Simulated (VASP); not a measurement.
Input of a VASP 6.6.1 run:

Contents of INCAR:

```
SYSTEM = La2O3
ALGO = Normal ; EDIFF = 1E-7
ENCUT = 520 ; GGA = PS
ISIF = 2 ; ISMEAR = -1
LASPH = .True. ; LCHARG = .False.
LREAL = .False. ; LWAVE = .False.
NBANDS = 28 ; NELM = 80
PREC = Accurate ; SIGMA = 0.05
```

KPOINTS

```
k-points
0
Gamma
  8 8 5
  0 0 0
```

Contents of POSCAR:

```
La2O3
1.0
    3.9058643701      0.0000000000      0.0000000000
   -1.9529321850      3.3825777682      0.0000000000
    0.0000000000      0.0000000000      6.0413197182
La O
2 3
Direct
    0.3333333333      0.6666666667      0.2453969471
    0.6666666667      0.3333333333      0.7546030529
    0.0000000000      0.0000000000      0.0000000000
    0.3333333333      0.6666666667      0.6459721072
    0.6666666667      0.3333333333      0.3540278928
```

Potentials or basis: VASP PAW PBE potentials, release 64 (La, O).

Command:

```console
$ cat potpaw_PBE.64/La/POTCAR potpaw_PBE.64/O/POTCAR > POTCAR
$ mpirun -np 1 vasp_std > vasp.out
```

Q: Estimate the pressure.

A: -0.2 GPa.

Q: Predict the largest force.

A: 0.007 eV/Å.

Forces on the atoms (eV/Å):
```
La   0.000  0.000  0.007
La   0.000  0.000 -0.007
O    0.000  0.000  0.000
O    0.000  0.000  0.003
O    0.000  0.000 -0.003
```

Caveat: the PAW data sets were made with another functional, which shifts forces and pressure a little.
